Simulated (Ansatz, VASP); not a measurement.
# MgO: VASP beside Ansatz

INCAR

```
PREC = Accurate
ENCUT = 520
EDIFF = 1E-7
ISMEAR = 0
SIGMA = 0.05
LREAL = False
LASPH = True
NELM = 60
ALGO = Normal
ISIF = 2
LWAVE = False
LCHARG = False
GGA = PE
NBANDS = 11
```

KPOINTS

```
Automatic mesh
0
Gamma
  14 14 14
```

File POSCAR:

```
MgO
1.0
    2.3846155554      0.0000000000      0.0000000000
    0.0000000000      2.3846155554      0.0000000000
    0.0000000000      0.0000000000      2.3846155554
Mg O
1 1
Direct
    0.0000000000      0.0000000000      0.0000000000
    0.5000000000      0.5000000000      0.5000000000
```

Input for Ansatz:

```yaml
crystal:
  lattice:
    - [2.3846155554, 0.0, 0.0]
    - [0.0, 2.3846155554, 0.0]
    - [0.0, 0.0, 2.3846155554]
  atoms:
    - { symbol: Mg, position: [0.0, 0.0, 0.0] }
    - { symbol: O, position: [0.5, 0.5, 0.5] }
basis:
  ecutwfc: 420
  ecutrho_ratio: 4
kpoints:
  mp_grid: { grid: [14, 14, 14] }
hamiltonian:
  xc: pbe
scf:
  occupations: { method: gaussian, width: 0.05 }
output:
  forces: true
  stress: true
  eigenvalues: true
```

Alike in both runs: task single point; functional PBE; k mesh 14 × 14 × 14; occupations gaussian, width 0.05 eV; no spin polarisation.

|  | VASP | Ansatz |
| --- | --- | --- |
| version | VASP 6.6.1 | Ansatz 0.2.0 |
| potentials or method | VASP PAW PBE potentials, release 64 (Mg, O), cutoff 520 eV | scalar-relativistic, plane waves, PAW |
| valence electrons in the cell | 8 | 16 |

Ansatz gave:

```
gap on the k mesh at the Fermi level (eV) : 5.93
least direct gap on the mesh (eV)         : 6.08
```

Q: Which values does VASP return?

A: gap on the k mesh at the Fermi level (eV): 5.94; least direct gap on the mesh (eV): 6.06.

VASP's potentials hold 8 valence electrons a cell and Ansatz's 16, so a difference there can come from the potentials and not from the codes.
